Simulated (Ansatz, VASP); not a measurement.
## One calculation of MgO, two programs

File INCAR:

```
ALGO = Normal
EDIFF = 1E-6
ENCUT = 520
GGA = PS
ISIF = 2
ISMEAR = 0
LASPH = T
LCHARG = F
LREAL = F
LWAVE = F
NBANDS = 26
NELM = 60
PREC = Accurate
SIGMA = 0.05
```

File KPOINTS:

```
k-points
0
Gamma
  9 9 4
```

File POSCAR:

```
MgO
1.0
    3.2553371795      0.0000000000      0.0000000000
   -1.6276685897      2.8192046953      0.0000000000
    0.0000000000      0.0000000000     10.4149514991
Mg O
4 4
Direct
    0.3333333333      0.6666666667      0.9695963559
    0.0000000000      0.0000000000      0.2209473890
    0.0000000000      0.0000000000      0.7209473890
    0.6666666667      0.3333333333      0.4695963559
    0.3333333333      0.6666666667      0.7799156657
   -0.0798688387      0.0000000000      0.4796105484
    0.0000000000      0.0000000000      0.0295387694
    0.6666666667      0.3333333333      0.2799156657
```

Input for Ansatz:

```yaml
crystal:
  lattice:
    - [3.2553371795, 0.0, 0.0]
    - [-1.6276685897, 2.8192046953, 0.0]
    - [0.0, 0.0, 10.4149514991]
  atoms:
    - { symbol: Mg, position: [0.3333333333, 0.6666666667, 0.9695963559] }
    - { symbol: Mg, position: [0.0, 0.0, 0.220947389] }
    - { symbol: Mg, position: [0.0, 0.0, 0.720947389] }
    - { symbol: Mg, position: [0.6666666667, 0.3333333333, 0.4695963559] }
    - { symbol: O, position: [0.3333333333, 0.6666666667, 0.7799156657] }
    - { symbol: O, position: [-0.0798688387, 0.0, 0.4796105484] }
    - { symbol: O, position: [0.0, 0.0, 0.0295387694] }
    - { symbol: O, position: [0.6666666667, 0.3333333333, 0.2799156657] }
basis:
  ecutwfc: 420
kpoints:
  mp_grid: { grid: [9, 9, 4] }
hamiltonian:
  xc: pbesol
  pseudopotentials: { kind: paw, azcp: { folder: soft_1 } }
scf:
  occupations: { method: gaussian, width: 0.05 }
output:
  forces: true
  stress: true
  eigenvalues: true
```

Alike in both runs: task single point; functional PBEsol; k mesh 9 × 9 × 4; occupations gaussian, width 0.05 eV; no spin polarisation.

|  | VASP | Ansatz |
| --- | --- | --- |
| version | VASP 6.6.1 | Ansatz 0.2.0 |
| potentials or method | VASP PAW PBE potentials, release 64 (Mg, O), cutoff 520 eV | scalar-relativistic, plane waves, PAW |
| valence electrons in the cell | 32 | 64 |

|  | VASP | Ansatz | Ansatz less VASP |
| --- | --- | --- | --- |
| gap on the k mesh at the Fermi level (eV) | 1.41 | 1.45 | +0.032 |
| least direct gap on the mesh (eV) | 1.41 | 1.45 | +0.032 |
| pressure (GPa) | 5.0 | 5.1 | +0.01 |
| traceless stress, the component that is largest in VASP (GPa) | -8.24 | -7.91 | +0.334 |
| rms of the force components (eV/Å) | 1.995 | 1.930 | -0.0655 |

VASP's potentials were made for PBE, not for PBEsol, and Ansatz warns of the same on its side. Atom by atom the forces differ by 0.071 eV/Å (rms over components). With one functional, cell and mesh, what is left measures potentials, basis and numerics. VASP's potentials hold 32 valence electrons a cell and Ansatz's 64, so a difference there can come from the potentials and not from the codes.
